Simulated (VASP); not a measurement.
# Ni (Fm-3m) in VASP: notebook, part 2 of 2

VASP 6.6.1. The steps go on from the part before.

### Step 3. Single point, LDA+U, collinear spin, ferromagnetic start

The input, INCAR:

```
PREC = Accurate
ENCUT = 600
EDIFF = 1E-6
ISMEAR = 0
SIGMA = 0.1
LREAL = False
LASPH = True
NELM = 200
ALGO = Normal
ISIF = 2
LWAVE = False
LCHARG = True
ISPIN = 2
MAGMOM = 0.81
LORBIT = 11
LMAXMIX = 4
LDAU = True
LDAUTYPE = 2
LDAUL = 2
LDAUU = 2.4
LDAUJ = 0
LDAUPRINT = 1
GGA = CA
LELF = True
LVHAR = True
NBANDS = 15
GGA_COMPAT = False
```

The input, KPOINTS:

```
Automatic mesh
0
Gamma
  4 4 4
```

The input, POSCAR:

```
Ni
1.0
    0.0000000000      1.7679500000      1.7679500000
    1.7679500000      0.0000000000      1.7679500000
    1.7679500000      1.7679500000      0.0000000000
Ni
1
Direct
    0.3290000000      0.4300000000      0.3990000000
```

Potentials or basis: VASP PAW LDA potentials, release 64 (Ni).

The run is started by

```
cat potpaw_LDA.64/Ni/POTCAR > POTCAR
mpirun -np 1 vasp_std > vasp.out
```

It took 5.1 s on 1 thread of AMD EPYC 7R13 (Zen 3), shared host; peak memory 0.09 GiB.

It converged, with:

| Property | Result |
| --- | --- |
| Free energy | -5.0332 eV |
| Pressure | -26.9 GPa |
| Net moment | 0.52 μB per cell |
| Site moments | Ni +0.55 μB |
| Valence electrons inside the program's atomic spheres | Ni 9.35 |

Levels at points of the mesh, in eV from the Fermi level:
Spin up:
```csv
k point,band 1,band 2,band 3,band 4,band 5,band 6,band 7,band 8,band 9,band 10
"(0.00, 0.00, 0.00)",-8.63,-2.76,-2.76,-2.76,-1.60,-1.60,23.87,27.53,27.53,27.53
"(0.50, 0.00, 0.00)",-5.02,-2.75,-2.75,-0.93,-0.93,0.01,5.55,22.39,24.56,24.56
"(0.50, 0.50, 0.00)",-4.90,-4.52,-0.89,-0.80,-0.80,2.69,9.03,14.88,14.88,18.87
```
Spin down:
```csv
k point,band 3,band 4,band 5,band 6,band 7,band 8
"(0.00, 0.00, 0.00)",-1.76,-1.76,-1.01,-1.01,23.77,27.49
"(0.50, 0.00, 0.00)",-2.04,-0.04,-0.02,-0.02,6.07,22.28
"(0.50, 0.50, 0.00)",-0.27,0.30,0.30,2.66,9.27,14.87
```

Eigenvalues of the final occupation matrices:
```tsv
site	spin	trace	eigenvalues
site 1 d	1	4.54	0.90 0.90 0.90 0.92 0.92
site 1 d	2	3.93	0.73 0.73 0.73 0.87 0.87
```

Caveat: the k points lie up to 0.77 Å⁻¹ apart; the U is typed as a test and isn't derived for this compound. The state reached can hang on the start; a lower one may exist.

### Step 4. Single point, PBEsol+U, collinear spin, ferromagnetic start

The input, INCAR:

```
SYSTEM = Ni
PREC     = Accurate       ! precision mode
ENCUT    = 600            ! plane-wave cutoff, eV
EDIFF    = 1E-6           ! SCF threshold, eV
ISMEAR   = 0              ! smearing method
SIGMA    = 0.1            ! smearing width, eV
LREAL    = .False.        ! projectors in reciprocal space
LASPH    = .True.         ! aspherical terms in the spheres
NELM     = 200            ! most SCF steps
ALGO     = Normal         ! electronic algorithm
ISIF     = 2              ! what is computed and relaxed
LWAVE    = .False.        ! write WAVECAR
LCHARG   = .False.        ! write CHGCAR
ISPIN    = 2              ! spin polarisation
MAGMOM   = 0.81           ! initial moments
LORBIT   = 11             ! projections on sites
LMAXMIX  = 4              ! l up to which the mixer works
LDAU     = .True.         ! DFT+U
LDAUTYPE = 2            
LDAUL    = 2              ! shell
LDAUU    = 1.3            ! U, eV
LDAUJ    = 0            
LDAUPRINT= 1            
GGA      = PS             ! functional
NBANDS   = 15             ! bands
GGA_COMPAT= .False.
```

The input, KPOINTS:

```
Automatic mesh
0
Gamma
  6 6 6
  0 0 0
```

POSCAR, as its differences from that of step 3:

```diff
@@ -8,2 +8,2 @@
 Direct
-    0.3290000000      0.4300000000      0.3990000000
+    0.2230000000      0.6520000000      0.5480000000
```

Potentials or basis: VASP PAW PBE potentials, release 64 (Ni).

The run is started by

```
cat potpaw_PBE.64/Ni/POTCAR > POTCAR
mpirun -np 1 vasp_std > vasp.out
```

Wall time 8.6 s (1 thread of AMD EPYC 7R13 (Zen 3), shared host); peak memory 0.1 GiB.

Results (log left out):

- Free energy: -5.2773 eV
- Pressure: -15.5 GPa
- Net moment: 0.61 μB per cell
- Site moments: Ni +0.64 μB
- Valence electrons inside the program's atomic spheres: Ni 9.31

Levels at points of the mesh, in eV from the Fermi level:
Spin up:
```csv
k point,band 1,band 2,band 3,band 4,band 5,band 6,band 7,band 8,band 9,band 10
"(0.00, 0.00, 0.00)",-8.61,-2.49,-2.49,-2.49,-1.33,-1.33,23.90,27.62,27.62,27.62
"(0.50, 0.00, 0.00)",-4.77,-2.47,-2.47,-0.69,-0.69,0.03,5.67,22.40,24.68,24.68
"(0.50, 0.50, 0.00)",-4.62,-4.22,-0.64,-0.57,-0.57,2.73,9.18,14.96,14.96,19.29
```
Spin down:
```csv
k point,band 3,band 4,band 5,band 6,band 7,band 8
"(0.00, 0.00, 0.00)",-1.50,-1.50,-0.64,-0.64,23.70,27.55
"(0.50, 0.00, 0.00)",-1.70,-0.08,0.26,0.26,6.18,22.20
"(0.50, 0.50, 0.00)",0.09,0.54,0.54,2.64,9.44,14.92
```

Eigenvalues of the final occupation matrices:
```csv
site,spin,trace,eigenvalues
site 1 d,1,4.54,0.90 0.90 0.90 0.92 0.92
site 1 d,2,3.84,0.72 0.72 0.72 0.84 0.84
```

Caveat: the k points lie up to 0.51 Å⁻¹ apart; the PAW data sets were made with another functional, which shifts forces and pressure a little; the U is typed as a test and isn't derived for this compound. The state reached can hang on the start; a lower one may exist.

### Step 5. Overview

```csv
level,potentials or basis,U,k mesh,smearing,gap on the mesh (eV),pressure (GPa),moment (μB)
PBE+U,"VASP PAW PBE potentials, release 64 (Ni)",Ni d U = 1.0 eV,3 × 3 × 3,methfessel-paxton 0.24 eV,none,4.5,1.11
LDA+U,"VASP PAW LDA potentials, release 64 (Ni)",Ni d U = 2.4 eV,4 × 4 × 4,gaussian 0.1 eV,none,-26.9,0.52
PBEsol+U,"VASP PAW PBE potentials, release 64 (Ni)",Ni d U = 1.3 eV,6 × 6 × 6,gaussian 0.1 eV,none,-15.5,0.61
```

Alike in all rows: task single point; spin collinear, ferromagnetic start; cell as given; cutoff (eV) 600.

Caveats: all runs use coarse meshes; the U is typed as a test and isn't derived for this compound; the PAW data sets were made with another functional, which shifts forces and pressure a little (some runs).

Absolute energies hang on the potentials; compare differences alone.
